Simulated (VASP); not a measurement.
A run of VASP 6.6.1 is set up as follows.

INCAR

```
PREC     = Accurate       # precision mode
ENCUT    = 520            # plane-wave cutoff, eV
EDIFF    = 1E-6           # SCF threshold, eV
ISMEAR   = 1              # smearing method
SIGMA    = 0.1            # smearing width, eV
LREAL    = F              # projectors in reciprocal space
LASPH    = T              # aspherical terms in the spheres
NELM     = 60             # most SCF steps
ALGO     = Normal         # electronic algorithm
ISIF     = 2              # what is computed and relaxed
LWAVE    = F              # write WAVECAR
LCHARG   = T              # write CHGCAR
GGA      = PS             # functional
LELF     = T              # ELF
LVHAR    = T            
NBANDS   = 34             # bands
```

KPOINTS

```
regular mesh
0
Gamma
  6 6 6
```

File POSCAR:

```
Ge3Pd
1.0
    4.1420230000      0.0000000000      0.0000000000
    0.0000000000      4.1420230000      0.0000000000
    0.0000000000      0.0000000000      4.1420230000
Pd Ge
1 3
Direct
    0.0000000000      0.0000000000      0.0000000000
    0.5000000000      0.5000000000      0.0000000000
    0.5000000000      0.0000000000      0.5000000000
    0.0000000000      0.5000000000      0.5000000000
```

Potentials or basis: VASP PAW PBE potentials, release 64 (Pd, Ge_d).

Launch:

```console
$ cat potpaw_PBE.64/Pd/POTCAR potpaw_PBE.64/Ge_d/POTCAR > POTCAR
$ mpirun -np 1 vasp_std > vasp.out
```

Question: What does it give for the band gap on the k mesh?

Answer: Zero (band 26 reaches 7.48 eV, above the bottom of band 27 at 5.82 eV).

Question: What does it give for the pressure?

Answer: -4.1 GPa.

Caveat: the PAW data sets were made with another functional, which shifts forces and pressure a little.
